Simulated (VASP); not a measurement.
CaPt4S8: single point with PBE+D3(BJ)

The system is CaPt4S8.

```
Pt S Ca
1.0
     7.17719    0.00000    0.00000
    -3.58860    6.21563    0.00000
     0.00000    0.00000    6.46449
Pt S Ca
4 8 1
Direct
  0.50957 0.50479 0.00737
  0.50000 0.00000 0.02683
  0.99521 0.50479 0.00737
  0.99521 0.99043 0.00737
  0.16667 0.33333 0.18166
  0.16069 0.83034 0.20982
  0.66966 0.33931 0.20982
  0.66966 0.83034 0.20982
  0.34037 0.15963 0.82080
  0.34037 0.68075 0.82080
  0.81925 0.15963 0.82080
  0.83333 0.66667 0.81110
  0.16667 0.33333 0.58865
```

| Quantity | Value |
| --- | --- |
| Program | VASP 6.6.1 |
| Task | single point |
| Functional | PBE |
| Dispersion | D3(BJ) |
| Potentials or basis | VASP PAW PBE potentials, release 64 (Pt, S, Ca_sv) |
| Cutoff | 520 eV |
| k mesh | 6 × 6 × 6 |
| Occupations | gaussian, width 0.1 eV |
| Spin | no spin polarisation |

```yaml
Pressure: -0.2 GPa
Largest_force: 0.042 eV/Å
Band_gap_on_the_k_mesh: zero (bands 49 and 50 overlap by 0.98 eV)
Dispersion_energy_per_atom: -0.356 eV
```

Forces on the atoms (eV/Å):
```
Pt   0.022  0.013 -0.005
Pt   0.000  0.000 -0.010
Pt  -0.022  0.013 -0.005
Pt   0.000 -0.025 -0.005
S    0.000  0.000 -0.042
S    0.003  0.002 -0.020
S    0.000 -0.003 -0.020
S   -0.003  0.002 -0.020
S    0.016 -0.009  0.036
S    0.000  0.019  0.036
S   -0.016 -0.009  0.036
S    0.000  0.000  0.025
Ca   0.000  0.000 -0.007
```

Stress tensor (GPa, compression positive):
```
-0.22  0.00  0.00
 0.00 -0.22  0.00
 0.00  0.00 -0.06
```

Levels at points of the mesh, in eV from the Fermi level:
```csv
k point,band 45,band 46,band 47,band 48,band 49,band 50,band 51,band 52,band 53,band 54
"(0.00, 0.00, 0.00)",-2.75,-2.28,-2.10,-2.10,0.77,0.77,0.81,0.81,0.82,1.07
"(0.50, 0.00, 0.00)",-2.08,-2.01,-1.93,-1.85,-0.24,-0.22,-0.07,0.15,0.49,0.63
"(0.00, 0.00, 0.50)",-3.11,-2.46,-2.08,-2.08,0.76,0.76,0.96,1.02,1.02,1.03
"(0.50, 0.00, 0.50)",-2.09,-2.01,-1.99,-1.87,-0.39,-0.05,0.13,0.18,0.53,0.72
```

It took 14 min on 1 thread of Intel(R) Xeon(R) Platinum 8488C (Sapphire Rapids), with other jobs on the host, peak memory 0.7 GiB.

Caveat: spin-orbit coupling is left out, which moves the levels of the heavy elements.
